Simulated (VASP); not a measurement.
Set up this calculation in VASP 6.6.1, as the native input.

```yaml
Task: single point
Functional: LDA
Potentials_or_basis: VASP PAW LDA potentials, release 64 (Li_sv, F)
Cutoff: 520 eV
k_mesh: 9 × 9 × 6
Occupations: gaussian, width 0.05 eV
Spin: no spin polarisation
Dipole_correction: no
Further_INCAR_settings: ALGO = Normal; EDIFF = 1e-06; NBANDS = 18
```

The structure of LiF lies in POSCAR:

```
LiF
1.0
    3.0464146835      0.0000000000      0.0000000000
   -1.5232073417      2.6382725064      0.0000000000
    0.0000000000      0.0000000000      4.6092254161
Li F
2 2
Direct
    0.3333333333      0.6666666667      0.3746202181
    0.6666666667      0.3333333333      0.8746202181
    0.3333333333      0.6666666667      0.9910195924
    0.6666666667      0.3333333333      0.4910195924
```

This cell differs from its parent crystal: c/a of the conventional cell at fixed volume 1.5130.

These files were run (other wordings do the same):

INCAR

```
PREC = Accurate ; ENCUT = 520
EDIFF = 1E-6 ; ISMEAR = 0
SIGMA = 0.05 ; LREAL = F
LASPH = T ; NELM = 100
ALGO = Normal ; ISIF = 2
LWAVE = F ; LCHARG = F
NBANDS = 18
```

KPOINTS

```
Automatic mesh
0
Gamma
  9 9 6
```

Potentials or basis: VASP PAW LDA potentials, release 64 (Li_sv, F).

The run is started by

```console
$ cat potpaw_LDA.64/Li_sv/POTCAR potpaw_LDA.64/F/POTCAR > POTCAR
$ mpirun -np 1 vasp_std > vasp.out
```

Results of the run:

```json
{
 "Largest force": "0.276 eV/Å",
 "Band gap on the k mesh": "7.85 eV, direct"
}
```

It used 39 s of CPU time on 1 thread of AMD EPYC 7R13 Processor (Zen 3), on a shared host.
